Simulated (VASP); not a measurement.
TaBi2O5: relaxation of cell and atoms with PBE

TaBi2O5:

```xyz
8
Lattice="-1.9250 1.9250 8.0000 1.9250 -1.9250 8.0000 1.9250 1.9250 -8.0000" Properties=species:S:1:pos:R:3 pbc="T T T"
Ta    0.0000    0.0000    0.2400
Bi    0.0000    0.0000    5.2800
Bi    0.0000    0.0000   10.7200
O     0.0000    0.0000    2.0800
O     1.9250    0.0000    0.0000
O     0.0000    1.9250    0.0000
O     1.9250    0.0000    4.0000
O     0.0000    1.9250    4.0000
```

```yaml
Program: VASP 6.6.1
Task: relaxation of cell and atoms
Functional: PBE
Potentials_or_basis: VASP PAW PBE potentials, release 64 (Ta_pv, Bi_d, O)
Cutoff: 600 eV
k_mesh: 4 × 4 × 4
Occupations: gaussian, width 0.15 eV
Spin: no spin polarisation
Dipole_correction: no
Further_INCAR_settings: ALGO = Normal; EDIFF = 1e-06; IBRION = 2; EDIFFG = -0.08; NSW = 36; ISIF = 3
```

```json
{
 "Relaxed volume": "15.96 Å³/atom",
 "Relaxed cell": "a = 8.981 Å, b = 8.981 Å, c = 8.981 Å, α = 155.16°, β = 155.16°, γ = 35.42°",
 "Space group after relaxing (to 0.1 Å)": "I4mm (No. 107)",
 "Energy gained by relaxing": "69.1 meV/atom",
 "Ionic steps": "31",
 "Pressure after relaxing": "0.0 GPa",
 "Largest force after relaxing": "0.030 eV/Å",
 "Band gap on the k mesh": "zero (an odd number of electrons rules out a gap without spin polarisation)"
}
```

Forces on the atoms (eV/Å):
```
Ta   0.000  0.000 -0.020
Bi   0.000  0.000  0.020
Bi   0.000  0.000  0.030
O    0.000  0.000 -0.024
O    0.000  0.000 -0.001
O    0.000  0.000 -0.001
O    0.000  0.000 -0.002
O    0.000  0.000 -0.002
```

Step by step:
```
step  energy change (eV)  largest force (eV/Å)  pressure (GPa)  volume (Å³)
   1              0.0000                0.7259            7.62       118.58
   2             -0.0494                1.6724           -6.97       131.09
   3             -0.1705                1.0669           -1.01       125.14
   4             -0.2421                1.5203            0.13       126.57
   5             -0.2427                1.3409            0.02       126.47
   6             -0.3027                0.9887           -0.02       127.12
   7             -0.3934                0.8315            0.19       129.01
   8             -0.3946                0.8993            0.27       129.28
   9             -0.4357                0.6960           -0.18       129.99
  10             -0.4866                0.4867           -1.17       131.64
  11             -0.4891                0.4918           -1.40       132.01
  12             -0.4894                0.8882            1.12       130.34
  13             -0.4972                0.3167           -0.15       131.15
  14             -0.5015                0.2076            0.22       130.59
  15             -0.5025                0.1867            0.55       130.10
  16             -0.5054                0.1475            0.44       130.06
  17             -0.5119                0.1428            0.11       129.91
  18             -0.5145                0.3490           -0.48       129.62
  19             -0.5152                0.2454           -0.28       129.71
  20             -0.5204                0.2289            0.10       129.33
  21             -0.5213                0.4773            0.37       129.07
  22             -0.5246                0.4463            0.36       128.98
  23             -0.5330                0.3520            0.36       128.69
  24             -0.5435                0.1997            0.37       128.11
  25             -0.5365                0.6035            0.56       126.92
  26             -0.5453                0.2978            0.41       127.72
  27             -0.5490                0.1644           -0.10       127.96
  28             -0.5499                0.2673           -0.52       128.17
  29             -0.5522                0.1345           -0.17       127.90
  30             -0.5522                0.1352           -0.17       127.90
  31             -0.5527                0.0304            0.05       127.69
```

Final structure:
```
Ta Bi O
1.0
    -1.93164    1.93164    8.55525
     1.93164   -1.93164    8.55525
     1.93164    1.93164   -8.55525
Ta Bi O
1 2 5
Direct
  0.00911 0.00911 0.00000
  0.34250 0.34250 0.00000
  0.68970 0.68970 0.00000
  0.11595 0.11595 0.00000
  0.98261 0.48261 0.50000
  0.48261 0.98261 0.50000
  0.26126 0.76126 0.50000
  0.76126 0.26126 0.50000
```

Levels at points of the mesh, in eV from the Fermi level:
| k point | band 32 | band 33 | band 34 | band 35 | band 36 | band 37 | band 38 | band 39 | band 40 | band 41 |
| --- | --- | --- | --- | --- | --- | --- | --- | --- | --- | --- |
| (0.00, 0.00, 0.00) | -3.83 | -3.26 | -3.26 | -3.12 | -0.22 | 0.14 | 0.66 | 1.62 | 1.62 | 2.99 |
| (0.50, 0.00, 0.00) | -4.09 | -4.02 | -3.68 | -3.01 | -0.10 | 1.61 | 2.36 | 2.42 | 2.69 | 2.78 |
| (0.50, 0.50, 0.00) | -3.72 | -3.28 | -3.06 | -2.29 | -0.01 | 0.30 | 1.28 | 2.30 | 2.48 | 2.53 |
| (0.50, 0.50, 0.50) | -3.86 | -3.46 | -3.27 | -3.27 | -0.30 | 0.14 | 0.78 | 1.83 | 1.83 | 2.58 |

Run time: 56 min on 1 thread of Intel(R) Xeon(R) 6975P-C (Granite Rapids), with other jobs on the host, peak memory 0.85 GiB.

Caveat: the k points lie up to 0.42 Å⁻¹ apart in the final cell, too coarse for converged energies and pressures of a metal; spin-orbit coupling is left out, which moves the levels of the heavy elements; an odd number of electrons without spin polarisation forces a metal; a magnetic or distorted state may lie lower.
